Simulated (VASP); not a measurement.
HfN:

```
Hf N
1.0
     0.00000    2.45482    2.45482
     2.45482    0.00000    2.45482
     2.45482    2.45482    0.00000
Hf N
1 1
Direct
  0.00000 0.00000 0.00000
  0.25000 0.25000 0.25000
```

```yaml
Program: VASP 6.6.1
Task: relaxation of cell and atoms
Functional: PBEsol
Potentials_or_basis: VASP PAW PBE potentials, release 64 (Hf_pv, N)
Cutoff: 600 eV
k_mesh: 14 × 14 × 14
Occupations: methfessel-paxton, width 0.05 eV
Spin: no spin polarisation
```

At the start: pressure -6.0 GPa; volume 14.79 Å³/atom.

Question: Where does the relaxation end?

Answer: Over 3 steps the energy falls by 8.6 meV/atom and the volume is 14.35 Å³/atom (-3.0 %); space group F-43m (No. 216, to 0.1 Å) before and after.

Step by step:
```
step  energy change (eV)  largest force (eV/Å)  pressure (GPa)  volume (Å³)
   1              0.0000                0.0000           -6.00        29.59
   2              0.0323                0.0000           11.77        27.28
   3             -0.0172                0.0000           -0.09        28.70
```

Final structure:
```cif
data_structure
_symmetry_space_group_name_H-M 'P 1'
_symmetry_Int_Tables_number 1
_cell_length_a 3.4367
_cell_length_b 3.4367
_cell_length_c 3.4367
_cell_angle_alpha 60.000
_cell_angle_beta 60.000
_cell_angle_gamma 60.000
_cell_volume 28.70
loop_
_atom_site_label
_atom_site_type_symbol
_atom_site_fract_x
_atom_site_fract_y
_atom_site_fract_z
_atom_site_occupancy
Hf1 Hf 0.00000 0.00000 0.00000 1
N1 N 0.25000 0.25000 0.25000 1
```

Caveat: the PAW data sets were made with another functional, which shifts forces and pressure a little.
